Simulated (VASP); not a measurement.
Write the native input for VASP 6.6.1 that does the following.

```yaml
Task: electric field gradients
Functional: PBE
Potentials_or_basis: VASP PAW PBE potentials, release 64 (Zn, S)
Cutoff: 520 eV
k_mesh: 8 × 8 × 2
Occupations: fermi-dirac, width 0.02 eV
Spin: no spin polarisation
Dipole_correction: no
Further_INCAR_settings: ALGO = Normal; EDIFF = 1e-08; NBANDS = 66
```

The structure of ZnS lies in POSCAR:

```
ZnS
1.0
    3.8079618786      0.0000000000      0.0000000000
   -1.9039809393      3.2977917235      0.0000000000
    0.0000000000      0.0000000000     18.6787437300
Zn S
6 6
Direct
    0.3333333333      0.6666666667      0.8332648200
    0.6666666667      0.3333333333      0.3332648200
    0.6666666667      0.3333333333      0.6668637300
    0.3333333333      0.6666666667      0.1668637300
    0.0000000000      0.0000000000      0.4999412100
    0.0000000000      0.0000000000      0.9999412100
    0.3333333333      0.6666666667      0.9581155900
    0.6666666667      0.3333333333      0.4581155900
    0.6666666667      0.3333333333      0.7917082100
    0.3333333333      0.6666666667      0.2917082100
    0.0000000000      0.0000000000      0.6251074300
    0.0000000000      0.0000000000      0.1251074300
```

These files were run (other wordings do the same):

INCAR

```
PREC = Accurate
ENCUT = 520
EDIFF = 1E-8
ISMEAR = -1
SIGMA = 0.02
LREAL = False
LASPH = True
NELM = 60
ALGO = Normal
ISIF = 2
LWAVE = False
LCHARG = False
GGA = PE
LEFG = True
NBANDS = 66
```

KPOINTS

```
Automatic mesh
0
Gamma
  8 8 2
```

Potentials or basis: VASP PAW PBE potentials, release 64 (Zn, S).

Run with:

```sh
$ cat potpaw_PBE.64/Zn/POTCAR potpaw_PBE.64/S/POTCAR > POTCAR
$ mpirun -np 1 vasp_std > vasp.out
```

It gave:

```yaml
Pressure: 2.5 GPa
Largest_force: 0.011 eV/Å
Band_gap_on_the_k_mesh: 2.18 eV
Largest_electric_field_gradient_by_atom: Zn +0.4, +0.5, -0.3 (each value once); S +0.8, +0.1, +2.0 (each value once) V/Å²
```

Caveat: without QUAD_EFG the Cq values of the log hold for a quadrupole moment of 1 mb, not for the nuclei.

Wall time 10 min on 1 thread of AMD EPYC 7R43 64-Core Processor (Zen 3), with other jobs on the host, peak memory 0.39 GiB.
